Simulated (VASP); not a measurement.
A run of VASP 6.6.1 is set up as follows.

File INCAR:

```
SYSTEM = W
PREC = Accurate
ENCUT = 600
EDIFF = 1E-6
ISMEAR = -1
SIGMA = 0.05
LREAL = .FALSE.
LASPH = .TRUE.
NELM = 60
ALGO = Normal
ISIF = 8
LWAVE = .FALSE.
LCHARG = .FALSE.
GGA = PS
IBRION = 2
NSW = 80
EDIFFG = -0.02
```

The input KPOINTS:

```
regular mesh
0
G
  9 9 9
  0 0 0
```

The input POSCAR:

```
W
1.0
   -1.5823450000      1.5823450000      1.5823450000
    1.5823450000     -1.5823450000      1.5823450000
    1.5823450000      1.5823450000     -1.5823450000
W
1
Direct
    0.0000000000      0.0000000000      0.0000000000
```

Potentials or basis: VASP PAW PBE potentials, release 64 (W_sv).

The run is started by

```sh
$ cat potpaw_PBE.64/W_sv/POTCAR > POTCAR
$ mpirun -np 1 vasp_std > vasp.out
```

**Question.** Predict the space group after relaxing (to 0.05 Å).

**Answer.** Im-3m (No. 229).

**Question.** Predict the relaxed cell.

**Answer.** a = 2.733 Å, b = 2.733 Å, c = 2.733 Å, α = 109.47°, β = 109.47°, γ = 109.47°.

The path:
| step | energy change (eV) | largest force (eV/Å) | pressure (GPa) | volume (Å³) |
| --- | --- | --- | --- | --- |
| 1 | 0.0000 | 0.0000 | -2.77 | 15.85 |
| 2 | 0.0150 | 0.0000 | 10.99 | 15.23 |
| 3 | -0.0012 | 0.0000 | -0.02 | 15.71 |

Caveat: the PAW data sets were made with another functional, which shifts forces and pressure a little.
